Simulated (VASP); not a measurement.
Set up this calculation in VASP 6.6.1, as the native input.

- Task: single point
- Functional: RPBE
- Potentials or basis: VASP PAW PBE potentials, release 64 (Hg)
- Cutoff: 520 eV
- k mesh: 9 × 9 × 9
- Occupations: fermi-dirac, width 0.1 eV
- Spin: no spin polarisation
- Dipole correction: no
- Further INCAR settings: ALGO = Normal; EDIFF = 1e-07; NBANDS = 12

The structure of Hg lies in POSCAR:

```
Hg
1.0
    0.0000000000      3.5506589306      3.5506589306
    3.5506589306      0.0000000000      3.5506589306
    3.5506589306      3.5506589306      0.0000000000
Hg
1
Direct
    0.0000000000      0.0000000000      0.0000000000
```

This cell differs from its parent crystal: volume scaled by 0.92.

One way to write it, as run:

INCAR

```
PREC     = Accurate       # precision mode
ENCUT    = 520            # plane-wave cutoff, eV
EDIFF    = 1E-7           # SCF threshold, eV
ISMEAR   = -1             # smearing method
SIGMA    = 0.1            # smearing width, eV
LREAL    = F              # projectors in reciprocal space
LASPH    = T              # aspherical terms in the spheres
NELM     = 100            # most SCF steps
ALGO     = Normal         # electronic algorithm
ISIF     = 2              # what is computed and relaxed
LWAVE    = F              # write WAVECAR
LCHARG   = F              # write CHGCAR
GGA      = RP             # functional
NBANDS   = 12             # bands
```

KPOINTS

```
Automatic mesh
0
Gamma
  9 9 9
```

Potentials or basis: VASP PAW PBE potentials, release 64 (Hg).

Run with:

```bash
$ cat potpaw_PBE.64/Hg/POTCAR > POTCAR
$ mpirun -np 1 vasp_std > vasp.out
```

Results of the run:

The pressure is 0.0 GPa and the band gap on the k mesh is 4.11 eV, indirect (least direct gap 4.37 eV).

Caveat: the PAW data sets were made with another functional, which shifts forces and pressure a little; spin-orbit coupling is left out, which moves the levels of the heavy elements.

It took 41 s on 1 thread of Intel(R) Xeon(R) Platinum 8375C CPU @ 2.90GHz (Ice Lake), on a shared host, peak memory 0.24 GiB.
